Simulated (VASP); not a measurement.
# WSe2 in VASP: further runs

The runs below take WSe2 through single point, relaxation of shape and atoms at fixed volume, with PBEsol+D3(BJ).

Everything below comes from runs of VASP 6.6.1. Logs are shortened: lines on timing, memory, paths and dates and some standing lists are left out, and cuts for length are marked.

### 1 The cell of the first run

The typed cell holds 6 atoms: a = 3.327 Å, b = 3.327 Å, c = 12.193 Å, α = 90.00°, β = 90.00°, γ = 120.00°.

### 2 Single point, PBEsol+D3(BJ) (biaxial strain in the a-b plane: +3.0 %)

INCAR

```
PREC = Accurate
ENCUT = 520
EDIFF = 1E-6
ISMEAR = 0
SIGMA = 0.02
LREAL = F
LASPH = T
NELM = 60
ALGO = Normal
ISIF = 2
LWAVE = F
LCHARG = F
GGA = PS
IVDW = 12
NBANDS = 35
```

KPOINTS

```
regular mesh
0
Gamma
  12 12 4
```

POSCAR

```
WSe2
1.0
    3.3273941253      0.0000000000      0.0000000000
   -1.6636970627      2.8816078409      0.0000000000
    0.0000000000      0.0000000000     12.1931792492
W Se
2 4
Direct
    0.6666666667      0.3333333333      0.2499762188
    0.3333333333      0.6666666667      0.7500237812
    0.3333333333      0.6666666667      0.3847238171
    0.6666666667      0.3333333333      0.8847709408
    0.3333333333      0.6666666667      0.1152290592
    0.6666666667      0.3333333333      0.6152761829
```

Potentials or basis: VASP PAW PBE potentials, release 64 (W_sv, Se).

On the command line:

```bash
cat potpaw_PBE.64/W_sv/POTCAR potpaw_PBE.64/Se/POTCAR > POTCAR
mpirun -np 1 vasp_std > vasp.out
```

OUTCAR:

```text
PREC = Accurate
   ENCUT = 520
   EDIFF = 1E-6
   ISMEAR = 0
   LREAL = F
   LASPH = T
   NELM = 60
   ISIF = 2
   GGA = PS
   IVDW = 12
 IVDW          = 12

 ion  position               nearest neighbor table
   1  0.667  0.333  0.250-   5 2.53   5 2.53   5 2.53   3 2.53   3 2.53   3 2.53
   2  0.333  0.667  0.750-   4 2.53   4 2.53   4 2.53   6 2.53   6 2.53   6 2.53
   3  0.333  0.667  0.385-   1 2.53   1 2.53   1 2.53
   4  0.667  0.333  0.885-   2 2.53   2 2.53   2 2.53
   5  0.333  0.667  0.115-   1 2.53   1 2.53   1 2.53
   6  0.667  0.333  0.615-   2 2.53   2 2.53   2 2.53

  LATTYP: Found a hexagonal cell.
 ALAT       =     3.3273941253
 C/A-ratio  =     3.6644830128

  Lattice vectors:

 A1 = (   3.3273941253,   0.0000000000,   0.0000000000)
 A2 = (  -1.6636970627,   2.8816078409,   0.0000000000)
 A3 = (   0.0000000000,   0.0000000000,  12.1931792492)

Analysis of symmetry for initial positions (statically):
=====================================================================
 Subroutine PRICEL returns:
 Original cell was already a primitive cell.

 Routine SETGRP: Setting up the symmetry group for a
 hexagonal supercell.

 Subroutine GETGRP returns: Found 12 space group operations
 (whereof 12 operations were pure point group operations)
 out of a pool of 24 trial point group operations.

The static configuration has the point symmetry D_3d.

Analysis of symmetry for dynamics (positions and initial velocities):
=====================================================================
 Subroutine PRICEL returns:
 Original cell was already a primitive cell.

 Routine SETGRP: Setting up the symmetry group for a
 hexagonal supercell.

 Subroutine GETGRP returns: Found 12 space group operations
 (whereof 12 operations were pure point group operations)
 out of a pool of 24 trial point group operations.

The dynamic configuration has the point symmetry D_3d.

 Subroutine INISYM returns: Found 12 space group operations
 (whereof 12 operations are pure point group operations),
 and found     1 'primitive' translations

----------------------------------------------------------------------------------------

                                     Primitive cell

  volume of cell :     116.9112

  direct lattice vectors                    reciprocal lattice vectors
     3.327394125  0.000000000  0.000000000     0.300535483  0.173514242  0.000000000
    -1.663697063  2.881607841  0.000000000     0.000000000  0.347028484  0.000000000
     0.000000000  0.000000000 12.193179249     0.000000000  0.000000000  0.082013065

  length of vectors
[... 97 lines left out ...]
   ISYM   =      2    0-nonsym 1-usesym 2-fastsym
   POTIM  = 0.5000    time-step for ionic-motion
   TEBEG  =    0.0;   TEEND  =   0.0 temperature during run
   PSTRESS=    0.0 pullay stress
   NELECT =      52.0000    total number of electrons
   NUPDOWN=      -1.0000    fix difference up-down
   EMIN   =  10.00;   EMAX   =-10.00  energy-range for DOS
   EFERMI =   0.00;   METHOD = LEGACY
   ISMEAR =     0;   SIGMA  =   0.02  broadening in eV -4-tet -1-fermi 0-gaus
   EFERMI_NEDOS =   21; number of points for ismear=-14 and -15
   IALGO  =     38    algorithm
   IMIX   =      4    mixing-type and parameters
     AMIX     =   0.40;   BMIX     =  1.00
     AMIX_MAG =   1.60;   BMIX_MAG =  1.00
  volume/ion in A,a.u.               =      19.49       131.49
  Fermi-wavevector in a.u.,A,eV,Ry     =   1.249656  2.361508 21.247414  1.561641
  Thomas-Fermi vector in A             =   2.383687
   LORBIT       =      0    0 simple, 1 ext, 2 COOP (PROOUT), +10 PAW based schemes
   GGA     = PS    functional components
   LHFCALC =     F    Hartree Fock is set to
   AEXX    =    0.0000 exact exchange contribution
   IVDW    =    12    specifies the selected vdW correction
   LEPSILON=     F    determine dielectric tensor
   LRPA    =     F    only Hartree local field effects (RPA)
 non-spin polarized calculation
 Gauss-broadening in eV      SIGMA  =   0.02
  energy-cutoff  :      520.00
  volume of cell :      116.91
 maximum number of plane-waves:      3178
 NGX is ok and might be reduce to    28
   NGX = 13   NGY = 13   NGZ = 45

 number of electron      51.9999998 magnetization

 Free energy of the ion-electron system (eV)
  ---------------------------------------------------
  ext. energy  EPLUGINS =         0.00000000
  ---------------------------------------------------
  free energy    TOTEN  =       -46.40379677 eV

  energy without entropy =      -46.40379677  energy(sigma->0) =      -46.40379677

 E-fermi :   7.0751     XC(G=0): -11.1795

 val. band max:        6.8895377007   @ k =   0.0000   0.0000   0.0000
 cond. band min:       7.5591802652   @ k =   0.1667   0.1667   0.0000
 fundamental gap:      0.6696425645
 Fermi energy:         7.0750928805

 k-point     1 :       0.0000    0.0000    0.0000
  band No.  band energies     occupation
      1     -67.7153      2.00000
      2     -67.7153      2.00000
      3     -31.9417      2.00000
      4     -31.9416      2.00000
      5     -31.8576      2.00000
      6     -31.8576      2.00000
[... 901 lines left out ...]
     34       9.8808      0.00000
     35      12.6526      0.00000

 [... further k-points ...]

------------------------ aborting loop because EDIFF is reached ----------------------------------------

 Edisp (eV)   -2.74363

 E8    (eV) :    -1.8458

  FORCE on cell =-STRESS in cart. coord.  units (eV):
  Direction    XX          YY          ZZ          XY          YZ          ZX
  --------------------------------------------------------------------------------------
  -------------------------------------------------------------------------------------
  Total      -4.71094    -4.71094     0.81432     0.00000     0.00000    -0.00000
  in kB     -64.55983   -64.55983    11.15958     0.00000     0.00000    -0.00000
  external pressure =      -39.32 kB  Pullay stress =        0.00 kB

 VOLUME and BASIS-vectors are now :
 -----------------------------------------------------------------------------
  energy-cutoff  :      520.00
  volume of cell :      116.91
      direct lattice vectors                 reciprocal lattice vectors
     3.327394125  0.000000000  0.000000000     0.300535483  0.173514242  0.000000000
    -1.663697063  2.881607841  0.000000000     0.000000000  0.347028484  0.000000000
     0.000000000  0.000000000 12.193179249     0.000000000  0.000000000  0.082013065

 POSITION                                       TOTAL-FORCE (eV/Angst)
 -----------------------------------------------------------------------------------
      1.66370      0.96054      3.04800        -0.000000      0.000000      0.000412
     -0.00000      1.92107      9.14517         0.000000      0.000000     -0.000412
     -0.00000      1.92107      4.69101        -0.000000      0.000000      0.056604
      1.66370      0.96054     10.78817        -0.000000     -0.000000      0.055725
     -0.00000      1.92107      1.40501         0.000000     -0.000000     -0.055725
      1.66370      0.96054      7.50217         0.000000      0.000000     -0.056604
 -----------------------------------------------------------------------------------
    total drift:                                0.000000      0.000000      0.000000

  FREE ENERGIE OF THE ION-ELECTRON SYSTEM (eV)
  ---------------------------------------------------
  free  energy   TOTEN  =       -49.1474295637 eV

  energy  without entropy=      -49.1474295637  energy(sigma->0) =      -49.14742956
```

stdout:

```text
POSCAR found type information on POSCAR W Se
 POSCAR found :  2 types and       6 ions
 scaLAPACK will be used
 -----------------------------------------------------------------------------
|                                                                             |
|                                                                             |
|     You enforced a specific xc type in the INCAR file but a different       |
|     I HOPE YOU KNOW WHAT YOU ARE DOING!                                     |
|                                                                             |
 -----------------------------------------------------------------------------

 LDA part: xc-table for (Slater+PW92), standard interpolation
 POSCAR, INCAR and KPOINTS ok, starting setup
 FFT: planning ... GRIDC
 FFT: planning ... GRID_SOFT
 FFT: planning ... GRID
 WAVECAR not read
 entering main loop
```

Wall time 4.1 min (1 thread of Intel Xeon 6975P-C (Granite Rapids), shared host); peak memory 0.4 GiB.

What came out:

| Item | Value |
| --- | --- |
| Free energy | -49.1474 eV |
| Pressure | -3.9 GPa |
| Largest force | 0.057 eV/Å |
| Band gap on the k mesh | 0.67 eV, indirect (least direct gap 1.29 eV) |
| Dispersion energy per atom | -0.457 eV |

Forces on the atoms (eV/Å):
```
W    0.000  0.000  0.000
W    0.000  0.000  0.000
Se   0.000  0.000  0.057
Se   0.000  0.000  0.056
Se   0.000  0.000 -0.056
Se   0.000  0.000 -0.057
```

Stress tensor (GPa, compression positive):
```
-6.46  0.00  0.00
 0.00 -6.46  0.00
 0.00  0.00  1.12
```

Levels at points of the mesh, in eV from the valence-band top:
```tsv
k point	band 24	band 25	band 26	band 27	band 28	band 29
(0.00, 0.00, 0.00)	-1.22	-0.57	0.00	2.20	2.20	2.27
(0.50, 0.00, 0.00)	-1.83	-1.48	-1.48	1.63	1.71	1.90
(0.00, 0.00, 0.50)	-2.00	-0.11	-0.11	2.20	2.20	2.20
(0.50, 0.00, 0.50)	-1.72	-1.60	-1.60	1.66	1.66	2.11
```

Caveat: the cell differs from its parent crystal (biaxial strain in the a-b plane: +3.0 %); the PAW data sets were made with another functional, which shifts forces and pressure a little; spin-orbit coupling is left out, which moves the levels of the heavy elements. A k mesh can miss the band edges.

### 3 Single point, PBEsol+D3(BJ) (biaxial strain in the a-b plane: +3.0 %, then relaxed in part)

INCAR

```
PREC = Accurate
ENCUT = 520
EDIFF = 1E-6
ISMEAR = 0
SIGMA = 0.02
LREAL = False
LASPH = True
NELM = 60
ALGO = Normal
ISIF = 2
LWAVE = False
LCHARG = True
GGA = PS
IVDW = 12
LELF = True
LVHAR = True
NBANDS = 35
```

KPOINTS

```
Automatic mesh
0
Gamma
  12 12 4
```

POSCAR

```
WSe2
1.0
    3.3273941253      0.0000000000      0.0000000000
   -1.6636970627      2.8816078409      0.0000000000
    0.0000000000      0.0000000000     12.2671318453
W Se
2 4
Direct
    0.6666666667      0.3333333333      0.2499989805
    0.3333333333      0.6666666667      0.7500010195
    0.3333333333      0.6666666667      0.3840548006
    0.6666666667      0.3333333333      0.8840571681
    0.3333333333      0.6666666667      0.1159428319
    0.6666666667      0.3333333333      0.6159451994
```

Potentials or basis: VASP PAW PBE potentials, release 64 (W_sv, Se).

On the command line:

```bash
cat potpaw_PBE.64/W_sv/POTCAR potpaw_PBE.64/Se/POTCAR > POTCAR
mpirun -np 1 vasp_std > vasp.out
```

Wall time 2.7 min (1 thread of Intel Xeon 6975P-C (Granite Rapids), shared host); peak memory 0.37 GiB.

Results (log left out):

- Free energy: -49.1493 eV
- Pressure: -4.2 GPa
- Largest force: 0.058 eV/Å
- Band gap on the k mesh: 0.70 eV, indirect (least direct gap 1.30 eV)
- Dispersion energy per atom: -0.454 eV

Forces in eV/Å, atoms in the order of the input:
```
W    0.000  0.000  0.000
W    0.000  0.000  0.000
Se   0.000  0.000  0.058
Se   0.000  0.000  0.058
Se   0.000  0.000 -0.058
Se   0.000  0.000 -0.058
```

Stress tensor (GPa, compression positive):
```
-6.53  0.00  0.00
 0.00 -6.53  0.00
 0.00  0.00  0.52
```

Levels at points of the mesh, in eV from the valence-band top:
```
           k point  band 22  band 23  band 24  band 25  band 26  band 27  band 28  band 29  band 30  band 31
(0.00, 0.00, 0.00)    -1.92    -1.92    -1.21    -0.62     0.00     2.23     2.23     2.31     2.31     2.31
(0.50, 0.00, 0.00)    -2.45    -1.91    -1.80    -1.47    -1.47     1.65     1.73     1.93     2.23     2.63
(0.00, 0.00, 0.50)    -1.97    -1.97    -1.97    -0.12    -0.12     2.23     2.23     2.23     2.23     2.55
(0.50, 0.00, 0.50)    -2.73    -1.68    -1.68    -1.58    -1.58     1.68     1.68     2.13     2.13     3.08
```

Caveat: the cell differs from its parent crystal (biaxial strain in the a-b plane: +3.0 %, then relaxed in part); the PAW data sets were made with another functional, which shifts forces and pressure a little; spin-orbit coupling is left out, which moves the levels of the heavy elements.

### 4 Single point, PBEsol+D3(BJ)

This run uses another cell than the first one, of 19.60 Å³/atom, 1.006 times its volume.

INCAR

```
SYSTEM = WSe2
ALGO = Normal
EDIFF = 1E-6
ENCUT = 520
GGA = PS
ISIF = 2
ISMEAR = 0
IVDW = 12
LASPH = .TRUE.
LCHARG = .FALSE.
LREAL = .FALSE.
LWAVE = .FALSE.
NBANDS = 35
NELM = 100
PREC = Accurate
SIGMA = 0.02
```

KPOINTS

```
k-points
0
G
  12 12 4
  0 0 0
```

POSCAR is that of step 3.

On the command line:

```bash
cat potpaw_PBE.64/W_sv/POTCAR potpaw_PBE.64/Se/POTCAR > POTCAR
mpirun -np 1 vasp_std > vasp.out
```

Run time: 2.5 min. Hardware: 1 thread of Intel Xeon 6975P-C (Granite Rapids), shared host; peak memory 0.37 GiB.

The run converged. Its results:

- Free energy: -49.1493 eV
- Pressure: -4.2 GPa
- Largest force: 0.058 eV/Å
- Band gap on the k mesh: 0.70 eV, indirect (least direct gap 1.30 eV)
- Dispersion energy per atom: -0.454 eV

Forces on the atoms (eV/Å):
```
W    0.000  0.000  0.000
W    0.000  0.000  0.000
Se   0.000  0.000  0.058
Se   0.000  0.000  0.058
Se   0.000  0.000 -0.058
Se   0.000  0.000 -0.058
```

Stress tensor (GPa, compression positive):
```
-6.53  0.00  0.00
 0.00 -6.53  0.00
 0.00  0.00  0.52
```

Levels at points of the mesh, in eV from the valence-band top:
```
           k point  band 23  band 24  band 25  band 26  band 27  band 28  band 29  band 30
(0.00, 0.00, 0.00)    -1.92    -1.21    -0.62     0.00     2.23     2.23     2.31     2.31
(0.50, 0.00, 0.00)    -1.91    -1.80    -1.47    -1.47     1.65     1.73     1.93     2.23
(0.00, 0.00, 0.50)    -1.97    -1.97    -0.12    -0.12     2.23     2.23     2.23     2.23
(0.50, 0.00, 0.50)    -1.68    -1.68    -1.58    -1.58     1.68     1.68     2.13     2.13
```

Caveat: the PAW data sets were made with another functional, which shifts forces and pressure a little; spin-orbit coupling is left out, which moves the levels of the heavy elements. A k mesh can miss the band edges.

### 5 Relaxation of shape and atoms at fixed volume, PBEsol+D3(BJ) (volume scaled by 1.10)

INCAR

```
ALGO = Normal ; EDIFF = 1E-6
EDIFFG = -0.01 ; ENCUT = 600
GGA = PS ; IBRION = 2
ISIF = 4 ; ISMEAR = 0
IVDW = 12 ; LASPH = T
LCHARG = F ; LREAL = F
LWAVE = F ; NELM = 60
NSW = 50 ; PREC = Accurate
SIGMA = 0.02
```

KPOINTS

```
k-points
0
Gamma
  12 12 4
```

POSCAR

```
WSe2
1.0
    3.3043810271      0.0000000000      0.0000000000
   -1.6521905135      2.8616779133      0.0000000000
    0.0000000000      0.0000000000     13.0577888265
W Se
2 4
Direct
    0.6666666667      0.3333333333      0.2499969671
    0.3333333333      0.6666666667      0.7500030329
    0.3333333333      0.6666666667      0.3799333646
    0.6666666667      0.3333333333      0.8799396466
    0.3333333333      0.6666666667      0.1200603534
    0.6666666667      0.3333333333      0.6200666354
```

On the command line:

```bash
cat potpaw_PBE.64/W_sv/POTCAR potpaw_PBE.64/Se/POTCAR > POTCAR
mpirun -np 1 vasp_std > vasp.out
```

Run time: 23 min. Hardware: 1 thread of Intel Xeon 6975P-C, shared host; peak memory 0.49 GiB.

Results (log left out):

```yaml
Free_energy: -49.1330 eV
Energy_gained_by_relaxing: 7.8 meV/atom
Ionic_steps: 8
Pressure_after_relaxing: -3.8 GPa
Band_gap_on_the_k_mesh: 1.05 eV, indirect (least direct gap 1.58 eV)
Dispersion_energy_per_atom: -0.430 eV
```

Step by step:
```tsv
step	energy change (eV)	largest force (eV/Å)	pressure (GPa)	volume (Å³)
1	0.0000	0.5362	-7.42	123.48
2	-0.0285	0.0437	-5.19	123.48
3	-0.0285	0.0501	-5.22	123.48
4	-0.0412	0.0206	-4.57	123.48
5	-0.0469	0.0214	-3.57	123.48
6	-0.0470	0.0170	-3.69	123.48
7	-0.0470	0.0125	-3.81	123.48
8	-0.0471	0.0007	-3.77	123.48
```

Final structure:
```cif
data_structure
_symmetry_space_group_name_H-M 'P 1'
_symmetry_Int_Tables_number 1
_cell_length_a 3.2777
_cell_length_b 3.2777
_cell_length_c 13.2713
_cell_angle_alpha 90.000
_cell_angle_beta 90.000
_cell_angle_gamma 120.000
_cell_volume 123.48
loop_
_atom_site_label
_atom_site_type_symbol
_atom_site_fract_x
_atom_site_fract_y
_atom_site_fract_z
_atom_site_occupancy
W1 W 0.66667 0.33333 0.25000 1
W2 W 0.33333 0.66667 0.75000 1
Se1 Se 0.33333 0.66667 0.37630 1
Se2 Se 0.66667 0.33333 0.87631 1
Se3 Se 0.33333 0.66667 0.12369 1
Se4 Se 0.66667 0.33333 0.62370 1
```

Levels at points of the mesh, in eV from the valence-band top:
```
           k point  band 23  band 24  band 25  band 26  band 27  band 28  band 29  band 30
(0.00, 0.00, 0.00)    -1.38    -1.19    -1.06     0.00     2.79     2.79     2.83     2.83
(0.50, 0.00, 0.00)    -1.33    -1.21    -1.18    -0.99     2.27     2.30     2.42     2.76
(0.00, 0.00, 0.50)    -1.40    -1.40    -0.24    -0.24     2.80     2.80     2.80     2.80
(0.50, 0.00, 0.50)    -1.26    -1.26    -1.08    -1.08     2.28     2.28     2.62     2.62
```

Caveat: the cell differs from its parent crystal (volume scaled by 1.10); the PAW data sets were made with another functional, which shifts forces and pressure a little; spin-orbit coupling is left out, which moves the levels of the heavy elements. A k mesh can miss the band edges.

### 6 The runs side by side

| task | cell | cutoff (eV) | gap on the mesh (eV) | pressure (GPa) | largest force (eV/Å) |
| --- | --- | --- | --- | --- | --- |
| single point | a = 3.327, b = 3.327, c = 12.193 Å, angles 90.0, 90.0, 120.0°, 6 atoms | 520 | 0.67 | -3.9 | 0.06 |
| single point | a = 3.327, b = 3.327, c = 12.267 Å, angles 90.0, 90.0, 120.0°, 6 atoms | 520 | 0.70 | -4.2 | 0.06 |
| relaxation of shape and atoms at fixed volume | relaxed from a = 3.304, b = 3.304, c = 13.058 Å, angles 90.0, 90.0, 120.0°, 6 atoms | 600 | 1.05 | -3.8 | - |

Alike in all rows: level PBEsol+D3(BJ); potentials or basis VASP PAW PBE potentials, release 64 (W_sv, Se); no spin polarisation; k mesh 12 × 12 × 4; smearing gaussian 0.02 eV.

Caveats: the PAW data sets were made with another functional, which shifts forces and pressure a little; spin-orbit coupling is left out, which moves the levels of the heavy elements.

Total energies depend on the potentials used, so only differences within one code and one set of settings carry meaning.
